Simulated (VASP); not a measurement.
# BN (Fm-3m) in VASP: notebook

The runs below take BN through single point, with PBE.

Program: VASP 6.6.1. These are calculated values, not measurements. Logs are shortened: lines on timing, memory, paths and dates and some standing lists are left out, and cuts for length are marked.

### 1 The cell of the first run

Symmetry: Fm-3m, No. 225, cubic system. The conventional cell has a = 3.492 Å, b = 3.492 Å, c = 3.492 Å, α = 90.00°, β = 90.00°, γ = 90.00°. B (site symmetry m-3m) has 6 N at 1.75 Å within 2.3 Å. N (site symmetry m-3m) has 6 B at 1.75 Å within 2.3 Å.

### 2 Single point, PBE

Input file INCAR:

```
SYSTEM = BN
PREC = Accurate ; ENCUT = 520
EDIFF = 1E-6 ; ISMEAR = 0
SIGMA = 0.01 ; LREAL = .FALSE.
LASPH = .TRUE. ; NELM = 80
ALGO = Normal ; ISIF = 2
LWAVE = .FALSE. ; LCHARG = .FALSE.
GGA = PE ; NBANDS = 11
```

Input file KPOINTS:

```
regular mesh
0
G
  8 8 8
  0 0 0
```

Input file POSCAR:

```
BN
1.0
    0.0000000000      1.7458264474      1.7458264474
    1.7458264474      0.0000000000      1.7458264474
    1.7458264474      1.7458264474      0.0000000000
B N
1 1
Direct
    0.0000000000      0.0000000000      0.0000000000
    0.5000000000      0.5000000000      0.5000000000
```

Potentials or basis: VASP PAW PBE potentials, release 64 (B, N).

On the command line:

```bash
$ cat potpaw_PBE.64/B/POTCAR potpaw_PBE.64/N/POTCAR > POTCAR
$ mpirun -np 1 vasp_std > vasp.out
```

OUTCAR:

```text
SYSTEM = BN
   PREC = Accurate
   ENCUT = 520
   EDIFF = 1E-6
   ISMEAR = 0
   LREAL = .FALSE.
   LASPH = .TRUE.
   NELM = 80
   ISIF = 2
   GGA = PE

 ion  position               nearest neighbor table
   1  0.000  0.000  0.000-   2 1.75   2 1.75   2 1.75   2 1.75   2 1.75   2 1.75
   2  0.500  0.500  0.500-   1 1.75   1 1.75   1 1.75   1 1.75   1 1.75   1 1.75

  LATTYP: Found a face centered cubic cell.
 ALAT       =     3.4916528948

  Lattice vectors:

 A1 = (   0.0000000000,   1.7458264474,   1.7458264474)
 A2 = (   1.7458264474,   0.0000000000,   1.7458264474)
 A3 = (   1.7458264474,   1.7458264474,   0.0000000000)

Analysis of symmetry for initial positions (statically):
=====================================================================
 Subroutine PRICEL returns:
 Original cell was already a primitive cell.

 Routine SETGRP: Setting up the symmetry group for a
 face centered cubic supercell.

 Subroutine GETGRP returns: Found 48 space group operations
[... 9 lines left out ...]

 Routine SETGRP: Setting up the symmetry group for a
 face centered cubic supercell.

 Subroutine GETGRP returns: Found 48 space group operations
[... 11 lines left out ...]
                                     Primitive cell

  volume of cell :      10.6422

  direct lattice vectors                    reciprocal lattice vectors
     0.000000000  1.745826447  1.745826447    -0.286397311  0.286397311  0.286397311
     1.745826447  0.000000000  1.745826447     0.286397311 -0.286397311  0.286397311
     1.745826447  1.745826447  0.000000000     0.286397311  0.286397311 -0.286397311

  length of vectors
     2.468971439  2.468971439  2.468971439     0.496054694  0.496054694  0.496054694

  position of ions in fractional coordinates (direct lattice)
     0.000000000  0.000000000  0.000000000
     0.500000000  0.500000000  0.500000000

  ion indices of the primitive-cell ions
   primitive index   ion index
                 1           1
                 2           2

----------------------------------------------------------------------------------------

 KPOINTS: regular mesh

Automatic generation of k-mesh.
 Grid dimensions read from file:
 generate k-points for:    8    8    8

 Generating k-lattice:

  Cartesian coordinates                     Fractional coordinates (reciprocal lattice)
    -0.035799664  0.035799664  0.035799664     0.125000000  0.000000000  0.000000000
     0.035799664 -0.035799664  0.035799664     0.000000000  0.125000000  0.000000000
     0.035799664  0.035799664 -0.035799664     0.000000000  0.000000000  0.125000000
[... 57 lines left out ...]
   EDIFF  = 0.1E-05   stopping-criterion for ELM
   LREAL  =      F    real-space projection
   EDIFFG = 0.1E-04   stopping-criterion for IOM
   NSW    =      0    number of steps for IOM
   IBRION =     -1    ionic relax: 0-MD 1-quasi-New 2-CG
   NFREE  =      0    steps in history (QN), initial steepest desc. (CG)
   ISIF   =      2    stress and relaxation
   ISYM   =      2    0-nonsym 1-usesym 2-fastsym
   POTIM  = 0.5000    time-step for ionic-motion
   TEBEG  =    0.0;   TEEND  =   0.0 temperature during run
   PSTRESS=    0.0 pullay stress
   NELECT =       8.0000    total number of electrons
   NUPDOWN=      -1.0000    fix difference up-down
   EMIN   =  10.00;   EMAX   =-10.00  energy-range for DOS
   EFERMI =   0.00;   METHOD = LEGACY
   ISMEAR =     0;   SIGMA  =   0.01  broadening in eV -4-tet -1-fermi 0-gaus
   EFERMI_NEDOS =   21; number of points for ismear=-14 and -15
   IALGO  =     38    algorithm
   IMIX   =      4    mixing-type and parameters
     AMIX     =   0.40;   BMIX     =  1.00
     AMIX_MAG =   1.60;   BMIX_MAG =  1.00
  volume/ion in A,a.u.               =       5.32        35.91
  Fermi-wavevector in a.u.,A,eV,Ry     =   1.488540  2.812932 30.147116  2.215750
  Thomas-Fermi vector in A             =   2.601562
   LORBIT       =      0    0 simple, 1 ext, 2 COOP (PROOUT), +10 PAW based schemes
   GGA     = PE    functional components
   LHFCALC =     F    Hartree Fock is set to
   AEXX    =    0.0000 exact exchange contribution
   IVDW    =     0    specifies the selected vdW correction
   LEPSILON=     F    determine dielectric tensor
   LRPA    =     F    only Hartree local field effects (RPA)
 non-spin polarized calculation
 Gauss-broadening in eV      SIGMA  =   0.01
  energy-cutoff  :      520.00
  volume of cell :       10.64
 maximum number of plane-waves:       302
   NGX =  9   NGY =  9   NGZ =  9

 number of electron       7.9999998 magnetization

 Free energy of the ion-electron system (eV)
  ---------------------------------------------------
  ext. energy  EPLUGINS =         0.00000000
  ---------------------------------------------------
  free energy    TOTEN  =       -13.94127607 eV

  energy without entropy =      -13.94127607  energy(sigma->0) =      -13.94127607

 E-fermi :  10.3831     XC(G=0): -13.7601

 val. band max:       10.3200481934   @ k =  -0.2500   0.1250   0.0000
 cond. band min:      11.6526404145   @ k =   0.5000   0.5000   0.0000
 fundamental gap:      1.3325922211
 Fermi energy:        10.3831170011

 k-point     1 :       0.0000    0.0000    0.0000
  band No.  band energies     occupation
      1     -12.1036      2.00000
      2       9.5265      2.00000
      3       9.5265      2.00000
      4       9.5265      2.00000
      5      19.6305      0.00000
      6      22.4959      0.00000
      7      22.4959      0.00000
      8      22.4959      0.00000
      9      28.9942      0.00000
     10      28.9942      0.00000
     11      28.9942      0.00000
[... 309 lines left out ...]
 k-point    24 :      -0.3750    0.2500    0.1250
  band No.  band energies     occupation
      1      -5.8182      2.00000
      2      -1.1644      2.00000
      3       4.8875      2.00000
      4       6.8765      2.00000
      5      16.5410      0.00000
      6      17.0980      0.00000
      7      21.9485      0.00000
      8      25.1195      0.00000
      9      31.4074      0.00000
     10      33.1877      0.00000
     11      43.1035      0.00000

 [... further k-points ...]
[... 5 lines left out ...]
  --------------------------------------------------------------------------------------
  -------------------------------------------------------------------------------------
  Total        0.2538186      0.2538186      0.2538186      0.0000000     -0.0000000      0.0000000
  in kB       38.2120912     38.2120912     38.2120912      0.0000000     -0.0000000      0.0000000
  external PRESSURE =      38.2120912 kB  Pullay stress =       0.0000000 kB

 VOLUME and BASIS-vectors are now :
 -----------------------------------------------------------------------------
  energy-cutoff  :      520.00
  volume of cell :       10.64
      direct lattice vectors                 reciprocal lattice vectors
     0.000000000  1.745826447  1.745826447    -0.286397311  0.286397311  0.286397311
     1.745826447  0.000000000  1.745826447     0.286397311 -0.286397311  0.286397311
     1.745826447  1.745826447  0.000000000     0.286397311  0.286397311 -0.286397311

 POSITION                                       TOTAL-FORCE (eV/Angst)
 -----------------------------------------------------------------------------------
      0.00000      0.00000      0.00000         0.000000      0.000000      0.000000
      1.74583      1.74583      1.74583        -0.000000     -0.000000     -0.000000
 -----------------------------------------------------------------------------------
    total drift:                               -0.000000     -0.000000     -0.000000

  FREE ENERGIE OF THE ION-ELECTRON SYSTEM (eV)
  ---------------------------------------------------
  free  energy   TOTEN  =       -13.9412760662 eV

  energy  without entropy=      -13.9412760662  energy(sigma->0) =      -13.94127607
```

stdout:

```text
POSCAR found type information on POSCAR B N
 POSCAR found :  2 types and       2 ions
 scaLAPACK will be used
 LDA part: xc-table for (Slater+PW92), standard interpolation
 POSCAR, INCAR and KPOINTS ok, starting setup
 FFT: planning ... GRIDC
 FFT: planning ... GRID_SOFT
 FFT: planning ... GRID
 WAVECAR not read
 entering main loop
```

Wall time 3.9 s (1 thread of AMD EPYC 7R43 (Zen 3), shared host); peak memory 0.07 GiB.

What came out:

| Item | Value |
| --- | --- |
| Free energy | -13.9413 eV |
| Pressure | 3.8 GPa |
| Band gap on the k mesh | 1.33 eV, indirect (least direct gap 5.85 eV) |

A k mesh can miss the band edges. A hybrid or GW would open this gap; PBE tends to underestimate it.

### 3 Single point, PBE (volume changed by -5%)

Input file INCAR:

```
SYSTEM = BN
ALGO = Normal
EDIFF = 1E-6
ENCUT = 520
GGA = PE
ISIF = 2
ISMEAR = 0
LASPH = .True.
LCHARG = .False.
LREAL = .False.
LWAVE = .False.
NBANDS = 11
NELM = 100
PREC = Accurate
SIGMA = 0.01
```

Input file KPOINTS:

```
k-points
0
Gamma
  8 8 8
  0 0 0
```

Input file POSCAR:

```
BN
1.0
    0.0000000000      1.7162304511      1.7162304511
    1.7162304511      0.0000000000      1.7162304511
    1.7162304511      1.7162304511      0.0000000000
B N
1 1
Direct
    0.0000000000      0.0000000000      0.0000000000
    0.5000000000      0.5000000000      0.5000000000
```

Potentials or basis: VASP PAW PBE potentials, release 64 (B, N).

On the command line:

```bash
$ cat potpaw_PBE.64/B/POTCAR potpaw_PBE.64/N/POTCAR > POTCAR
$ mpirun -np 1 vasp_std > vasp.out
```

It took 3.9 s on 1 thread of AMD EPYC 7R43 (Zen 3), shared host; peak memory 0.08 GiB.

It converged, with:

```
Free energy            : -13.8916 eV
Pressure               : 26.3 GPa
Band gap on the k mesh : 1.74 eV, indirect (least direct gap 6.03 eV)
```

Levels at points of the mesh, in eV from the valence-band top:
```
           k point  band 1  band 2  band 3  band 4  band 5  band 6  band 7  band 8  band 9
(0.00, 0.00, 0.00)  -23.13   -0.81   -0.81   -0.81   10.43   12.72   12.72   12.72   18.98
(0.50, 0.00, 0.00)  -17.68  -13.00   -0.59   -0.59    5.44    5.44    7.87   14.75   23.47
(0.50, 0.50, 0.00)  -14.61  -12.41   -5.84   -5.84    1.74    8.85   15.47   15.47   17.22
```

 A k mesh can miss the band edges.

### 4 Single point, PBE (volume changed by -10%)

Input file INCAR:

```
SYSTEM = BN
ALGO     = Normal         ! electronic algorithm
EDIFF    = 1E-6           ! SCF threshold, eV
ENCUT    = 520            ! plane-wave cutoff, eV
GGA      = PE             ! functional
ISIF     = 2              ! what is computed and relaxed
ISMEAR   = 0              ! smearing method
LASPH    = .TRUE.         ! aspherical terms in the spheres
LCHARG   = .FALSE.        ! write CHGCAR
LREAL    = .FALSE.        ! projectors in reciprocal space
LWAVE    = .FALSE.        ! write WAVECAR
NBANDS   = 11             ! bands
NELM     = 100            ! most SCF steps
PREC     = Accurate       ! precision mode
SIGMA    = 0.01           ! smearing width, eV
```

Input file KPOINTS:

```
k-points
0
G
  8 8 8
  0 0 0
```

Input file POSCAR:

```
BN
1.0
    0.0000000000      1.6855769023      1.6855769023
    1.6855769023      0.0000000000      1.6855769023
    1.6855769023      1.6855769023      0.0000000000
B N
1 1
Direct
    0.0000000000      0.0000000000      0.0000000000
    0.5000000000      0.5000000000      0.5000000000
```

On the command line:

```bash
$ cat potpaw_PBE.64/B/POTCAR potpaw_PBE.64/N/POTCAR > POTCAR
$ mpirun -np 1 vasp_std > vasp.out
```

It took 3.8 s on 1 thread of AMD EPYC 7R43 (Zen 3), shared host; peak memory 0.08 GiB.

Results (log left out):

```yaml
Free_energy: -13.7573 eV
Pressure: 55.0 GPa
Band_gap_on_the_k_mesh: 2.19 eV, indirect (least direct gap 6.23 eV)
```

Levels at points of the mesh, in eV from the valence-band top:
```tsv
k point	band 1	band 2	band 3	band 4	band 5	band 6	band 7	band 8
(0.00, 0.00, 0.00)	-23.91	-0.83	-0.83	-0.83	11.69	13.32	13.32	13.32
(0.50, 0.00, 0.00)	-18.19	-13.55	-0.63	-0.63	5.60	5.60	8.44	15.78
(0.50, 0.50, 0.00)	-14.83	-13.07	-6.15	-6.15	2.19	8.78	16.27	16.27
```

### 5 Single point, PBE (volume changed by +5%)

Input file INCAR:

```
  PREC = Accurate
  ENCUT = 520
  EDIFF = 1E-7
  ISMEAR = 0
  SIGMA = 0.01
  LREAL = F
  LASPH = T
  NELM = 80
  ALGO = Normal
  ISIF = 2
  LWAVE = F
  LCHARG = F
  GGA = PE
  NBANDS = 11
```

Input file KPOINTS:

```
Automatic mesh
0
Gamma
  8 8 8
```

Input file POSCAR:

```
BN
1.0
    0.0000000000      1.7744516407      1.7744516407
    1.7744516407      0.0000000000      1.7744516407
    1.7744516407      1.7744516407      0.0000000000
B N
1 1
Direct
    0.0000000000      0.0000000000      0.0000000000
    0.5000000000      0.5000000000      0.5000000000
```

On the command line:

```bash
$ cat potpaw_PBE.64/B/POTCAR potpaw_PBE.64/N/POTCAR > POTCAR
$ mpirun -np 1 vasp_std > vasp.out
```

Wall time 4.9 s (1 thread of AMD EPYC 7R43 (Zen 3), shared host); peak memory 0.08 GiB.

Results (log left out):

- Free energy: -13.9246 eV
- Pressure: -13.8 GPa
- Band gap on the k mesh: 0.97 eV, indirect (least direct gap 5.68 eV)

Levels at points of the mesh, in eV from the valence-band top:
| k point | band 1 | band 2 | band 3 | band 4 | band 5 | band 6 | band 7 | band 8 | band 9 |
| --- | --- | --- | --- | --- | --- | --- | --- | --- | --- |
| (0.00, 0.00, 0.00) | -21.78 | -0.78 | -0.78 | -0.78 | 8.30 | 11.67 | 11.67 | 11.67 | 18.39 |
| (0.50, 0.00, 0.00) | -16.81 | -12.05 | -0.52 | -0.52 | 5.16 | 5.16 | 6.88 | 12.96 | 22.18 |
| (0.50, 0.50, 0.00) | -14.21 | -11.27 | -5.30 | -5.30 | 0.97 | 8.96 | 14.07 | 14.07 | 15.60 |

[end of part 1 of 2]
